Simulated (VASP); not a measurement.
# SrSi4 (Cmmm) in VASP: notebook, part 2 of 2

VASP 6.6.1. Earlier steps stand in the parts before.

## 3. Relaxation of cell and atoms, PBE

This run uses another cell than the first one, of 21.77 Å³/atom.

INCAR reads:

```
  ALGO = Normal
  EDIFF = 1E-6
  EDIFFG = -0.01
  ENCUT = 600
  GGA = PE
  IBRION = 2
  ISIF = 3
  ISMEAR = 0
  LASPH = T
  LCHARG = F
  LREAL = F
  LWAVE = F
  NELM = 60
  NSW = 100
  PREC = Accurate
  SIGMA = 0.1
```

KPOINTS reads:

```
k-points
0
Gamma
  8 8 10
```

POSCAR reads:

```
SrSi4
1.0
    2.3971579622     -5.7197842556      0.0000000000
    2.3971579622      5.7197842556      0.0000000000
    0.0000000000      0.0000000000      3.9698590528
Sr Si
1 4
Direct
    0.5000000000      0.5000000000      0.0000000000
    0.1009543977      0.8990456023      0.5000000000
    0.8990456023      0.1009543977      0.5000000000
    0.2161154460      0.7838845540      0.0000000000
    0.7838845540      0.2161154460      0.0000000000
```

Potentials or basis: VASP PAW PBE potentials, release 64 (Sr_sv, Si).

Started as:

```console
cat potpaw_PBE.64/Sr_sv/POTCAR potpaw_PBE.64/Si/POTCAR > POTCAR
mpirun -np 1 vasp_std > vasp.out
```

OUTCAR:

```text
EDIFF = 1E-6
   EDIFFG = -0.01
   ENCUT = 600
   GGA = PE
   IBRION = 2
   ISIF = 3
   ISMEAR = 0
   LASPH = T
   LREAL = F
   NELM = 60
   NSW = 100
   PREC = Accurate

 ion  position               nearest neighbor table
   1  0.500  0.500  0.000-   4 3.25   5 3.25   3 3.32   3 3.32   2 3.32   2 3.32   2 3.32   2 3.32
                             3 3.32   3 3.32   4 3.44   5 3.44   5 3.44   4 3.44
   2  0.101  0.899  0.500-   3 2.31   4 2.38   4 2.38   1 3.32   1 3.32   1 3.32   1 3.32
   3  0.899  0.101  0.500-   2 2.31   5 2.38   5 2.38   1 3.32   1 3.32   1 3.32   1 3.32
   4  0.216  0.784  0.000-   2 2.38   2 2.38   5 2.52   5 2.52   1 3.25   1 3.44   1 3.44
   5  0.784  0.216  0.000-   3 2.38   3 2.38   4 2.52   4 2.52   1 3.25   1 3.44   1 3.44

  LATTYP: Found a base centered orthorhombic cell.
 ALAT       =     4.7943159244
 B/A-ratio  =     2.3860689808
 C/A-ratio  =     0.8280345132

  Lattice vectors:

 A1 = (   2.3971579622,  -5.7197842556,   0.0000000000)
 A2 = (   2.3971579622,   5.7197842556,   0.0000000000)
 A3 = (   0.0000000000,   0.0000000000,   3.9698590528)

Analysis of symmetry for initial positions (statically):
=====================================================================
 Subroutine PRICEL returns:
 Original cell was already a primitive cell.

 Routine SETGRP: Setting up the symmetry group for a
 base centered orthorhombic supercell.

 Subroutine GETGRP returns: Found  8 space group operations
 (whereof  8 operations were pure point group operations)
 out of a pool of  8 trial point group operations.

The static configuration has the point symmetry D_2h.

Analysis of symmetry for dynamics (positions and initial velocities):
=====================================================================
 Subroutine PRICEL returns:
 Original cell was already a primitive cell.

 Routine SETGRP: Setting up the symmetry group for a
 base centered orthorhombic supercell.

 Subroutine GETGRP returns: Found  8 space group operations
 (whereof  8 operations were pure point group operations)
 out of a pool of  8 trial point group operations.

The dynamic configuration has the point symmetry D_2h.

 Subroutine INISYM returns: Found  8 space group operations
 (whereof  8 operations are pure point group operations),
 and found     1 'primitive' translations

----------------------------------------------------------------------------------------

                                     Primitive cell

  volume of cell :     108.8633

  direct lattice vectors                    reciprocal lattice vectors
     2.397157962 -5.719784256  0.000000000     0.208580330 -0.087415885  0.000000000
     2.397157962  5.719784256  0.000000000     0.208580330  0.087415885  0.000000000
     0.000000000  0.000000000  3.969859053     0.000000000  0.000000000  0.251898112

  length of vectors
     6.201797983  6.201797983  3.969859053     0.226157669  0.226157669  0.251898112

  position of ions in fractional coordinates (direct lattice)
     0.500000000  0.500000000  0.000000000
     0.100954398  0.899045602  0.500000000
     0.899045602  0.100954398  0.500000000
     0.216115446  0.783884554  0.000000000
     0.783884554  0.216115446  0.000000000

[... 62 lines left out ...]
   number of dos      NEDOS =    301   number of ions     NIONS =      5
   total plane-waves  NPLWV =  80000
   dimension x,y,z NGX =    50 NGY =   50 NGZ =   32
   dimension x,y,z NGXF=   100 NGYF=  100 NGZF=   64
   ions per type =               1   4
   NGX,Y,Z   is equivalent  to a cutoff of  13.40, 13.40, 13.40 a.u.
   NGXF,Y,Z  is equivalent  to a cutoff of  26.81, 26.81, 26.80 a.u.
 SYSTEM =  unknown system
   PREC   = accura    normal or accurate (medium, high low for compatibility)
   ISTART =      0    job   : 0-new  1-cont  2-samecut
   ICHARG =      2    charge: 1-file 2-atom 10-const
   ISPIN  =      1    spin polarized calculation?
   LNONCOLLINEAR =      F non collinear calculations
   LSORBIT =      F    spin-orbit coupling
   LASPH  =      T    aspherical Exc in radial PAW
   ENCUT  =  600.0 eV  44.10 Ry    6.64 a.u.  12.39 12.39  7.93*2*pi/ulx,y,z
   NELM   =     60;   NELMIN=  2; NELMDL= -5     # of ELM steps
   EDIFF  = 0.1E-05   stopping-criterion for ELM
   LREAL  =      F    real-space projection
   EDIFFG = -.1E-01   stopping-criterion for IOM
   NSW    =    100    number of steps for IOM
   IBRION =      2    ionic relax: 0-MD 1-quasi-New 2-CG
   NFREE  =      1    steps in history (QN), initial steepest desc. (CG)
   ISIF   =      3    stress and relaxation
   ISYM   =      2    0-nonsym 1-usesym 2-fastsym
   POTIM  = 0.5000    time-step for ionic-motion
   TEBEG  =    0.0;   TEEND  =   0.0 temperature during run
   PSTRESS=    0.0 pullay stress
   NELECT =      26.0000    total number of electrons
   NUPDOWN=      -1.0000    fix difference up-down
   EMIN   =  10.00;   EMAX   =-10.00  energy-range for DOS
   EFERMI =   0.00;   METHOD = LEGACY
   ISMEAR =     0;   SIGMA  =   0.10  broadening in eV -4-tet -1-fermi 0-gaus
   EFERMI_NEDOS =   21; number of points for ismear=-14 and -15
   IALGO  =     38    algorithm
   IMIX   =      4    mixing-type and parameters
     AMIX     =   0.40;   BMIX     =  1.00
     AMIX_MAG =   1.60;   BMIX_MAG =  1.00
  volume/ion in A,a.u.               =      21.77       146.93
  Fermi-wavevector in a.u.,A,eV,Ry     =   1.015716  1.919424 14.036836  1.031678
  Thomas-Fermi vector in A             =   2.149018
   LORBIT       =      0    0 simple, 1 ext, 2 COOP (PROOUT), +10 PAW based schemes
   GGA     = PE    functional components
   LHFCALC =     F    Hartree Fock is set to
   AEXX    =    0.0000 exact exchange contribution
   IVDW    =     0    specifies the selected vdW correction
   LEPSILON=     F    determine dielectric tensor
   LRPA    =     F    only Hartree local field effects (RPA)
 conjugate gradient relaxation of ions
 non-spin polarized calculation
 Gauss-broadening in eV      SIGMA  =   0.10
  energy-cutoff  :      600.00
  volume of cell :      108.86
 maximum number of plane-waves:      3660
 NGX is ok and might be reduce to    50
   NGX = 25   NGY = 25   NGZ = 15

--------------------------------------- Ionic step        1  -------------------------------------------

 number of electron      26.0000000 magnetization

 Free energy of the ion-electron system (eV)
  ---------------------------------------------------
  ext. energy  EPLUGINS =         0.00000000
  ---------------------------------------------------
  free energy    TOTEN  =       -23.78250586 eV

  energy without entropy =      -23.77512081  energy(sigma->0) =      -23.77881333

------------------------ aborting loop because EDIFF is reached ----------------------------------------

  FORCE on cell =-STRESS in cart. coord.  units (eV):
  Direction    XX          YY          ZZ          XY          YZ          ZX
  --------------------------------------------------------------------------------------
  -------------------------------------------------------------------------------------
  Total        0.3660213      0.3146469     -0.6566903     -0.0000000      0.0000000      0.0000000
  in kB        5.3868581      4.6307639     -9.6647312     -0.0000000      0.0000000      0.0000000
  external PRESSURE =       0.1176303 kB  Pullay stress =       0.0000000 kB
[... 260 lines left out ...]
--------------------------------------- Ionic step        8  -------------------------------------------

 number of electron      25.9999999 magnetization

 Free energy of the ion-electron system (eV)
  ---------------------------------------------------
  ext. energy  EPLUGINS =         0.00000000
  ---------------------------------------------------
  free energy    TOTEN  =       -23.78922097 eV

  energy without entropy =      -23.78347014  energy(sigma->0) =      -23.78634556

 E-fermi :   5.6932     XC(G=0):  -9.5534

 val. band max:        5.6527821948   @ k =   0.3750   0.3750   0.4000
 cond. band min:       5.7271371362   @ k =  -0.3750   0.3750   0.0000
 fundamental gap:      0.0743549414
 Fermi energy:         5.6932185440

 k-point     1 :       0.0000    0.0000    0.0000
  band No.  band energies     occupation
      1     -29.7240      2.00000
      2     -11.8495      2.00000
      3     -11.8022      2.00000
      4     -11.6722      2.00000
      5      -6.0373      2.00000
      6      -2.8339      2.00000
[... 457 lines left out ...]
      4     -11.6965      2.00000
      5      -5.5689      2.00000
      6      -3.4777      2.00000
[... 9 lines left out ...]
     16       7.6320      0.00000
     17       8.0921      0.00000

 [... further k-points ...]

------------------------ aborting loop because EDIFF is reached ----------------------------------------

  FORCE on cell =-STRESS in cart. coord.  units (eV):
  Direction    XX          YY          ZZ          XY          YZ          ZX
  --------------------------------------------------------------------------------------
  -------------------------------------------------------------------------------------
  Total        0.0243530     -0.0055311      0.0053283     -0.0000000      0.0000000      0.0000000
  in kB        0.3569981     -0.0810826      0.0781088     -0.0000000      0.0000000      0.0000000
  external PRESSURE =       0.1180081 kB  Pullay stress =       0.0000000 kB
[... 20 lines left out ...]
  FREE ENERGIE OF THE ION-ELECTRON SYSTEM (eV)
  ---------------------------------------------------
  free  energy   TOTEN  =       -23.7892209726 eV

  energy  without entropy=      -23.7834701401  energy(sigma->0) =      -23.78634556

 reached required accuracy - stopping structural energy minimisation
```

OSZICAR:

```text
N       E                     dE             d eps       ncg     rms          rms(c)
DAV:   1     0.106662958227E+03    0.10666E+03   -0.12427E+04  4284   0.146E+03
DAV:   2    -0.163476401401E+02   -0.12301E+03   -0.12153E+03  5455   0.245E+02
DAV:   3    -0.238509345608E+02   -0.75033E+01   -0.74290E+01  7437   0.512E+01
[... 53 lines left out ...]
       N       E                     dE             d eps       ncg     rms          rms(c)
DAV:   1    -0.237892256867E+02   -0.19795E-04   -0.98891E-04  4574   0.191E-01    0.206E-02
DAV:   2    -0.237892233311E+02    0.23556E-05   -0.41378E-05  5847   0.388E-02    0.920E-03
DAV:   3    -0.237892211819E+02    0.21492E-05   -0.53473E-06  5182   0.137E-02    0.326E-03
DAV:   4    -0.237892209726E+02    0.20928E-06   -0.74671E-07  2351   0.544E-03
   8 F= -.23789221E+02 E0= -.23786346E+02  d E =-.146549E-04
```

CONTCAR:

```text
SrSi4
   1.00000000000000
     2.4170499279797069   -5.7566924712705427    0.0000000000000000
     2.4170499279797069    5.7566924712705427    0.0000000000000000
     0.0000000000000000    0.0000000000000000    3.9274364561106725
  Sr              Si
     1     4
Direct
     0.5000000000000000    0.5000000000000000    0.0000000000000000
     0.1002832258990450    0.8997167741009549    0.5000000000000000
     0.8997167741009549    0.1002832258990450    0.5000000000000000
     0.2159122705109868    0.7840877294890132    1.0000000000000000
     0.7840877294890132    0.2159122705109868    0.0000000000000000

  0.00000000E+00  0.00000000E+00  0.00000000E+00
  0.00000000E+00  0.00000000E+00  0.00000000E+00
  0.00000000E+00  0.00000000E+00  0.00000000E+00
  0.00000000E+00  0.00000000E+00  0.00000000E+00
  0.00000000E+00  0.00000000E+00  0.00000000E+00
```

Run time: 25 min. Hardware: 1 thread of Oxide Virtual Turin-like, shared host; peak memory 0.44 GiB.

What came out:

```
Free energy                           : -23.7892 eV
Relaxed volume                        : 21.86 Å³/atom
Relaxed cell                          : a = 6.244 Å, b = 6.244 Å, c = 3.927 Å, α = 90.00°, β = 90.00°, γ = 134.45°
Space group after relaxing (to 0.1 Å) : Cmmm (No. 65)
Energy gained by relaxing             : 1.3 meV/atom
Ionic steps                           : 8
Pressure after relaxing               : 0.0 GPa
Band gap on the k mesh                : zero (bands 13 and 14 overlap by 1.15 eV)
```

Forces in eV/Å, atoms in the order of the input:
```
Sr   0.000  0.000  0.000
Si   0.000  0.002  0.000
Si   0.000 -0.002  0.000
Si   0.000  0.001  0.000
Si   0.000 -0.001  0.000
```

Step by step:
```
step  energy change (eV)  largest force (eV/Å)  pressure (GPa)  volume (Å³)
   1              0.0000                0.0878            0.01       108.86
   2             -0.0047                0.1019            0.14       108.89
   3             -0.0051                0.1403            0.19       108.89
   4             -0.0067                0.0210           -0.01       109.34
   5             -0.0067                0.0192           -0.02       109.38
   6             -0.0067                0.0105            0.00       109.33
   7             -0.0067                0.0109            0.02       109.28
   8             -0.0067                0.0024            0.01       109.29
```

Final structure:
```yaml
crystal:
  lattice:
    - [2.41705, -5.75669, 0.00000]
    - [2.41705, 5.75669, 0.00000]
    - [0.00000, 0.00000, 3.92744]
  atoms:
    - { symbol: Sr, position: [0.50000, 0.50000, 0.00000] }
    - { symbol: Si, position: [0.10028, 0.89972, 0.50000] }
    - { symbol: Si, position: [0.89972, 0.10028, 0.50000] }
    - { symbol: Si, position: [0.21591, 0.78409, 0.00000] }
    - { symbol: Si, position: [0.78409, 0.21591, 0.00000] }
```

The gap in the log of VASP goes by the Fermi energy; the results here count the filled bands.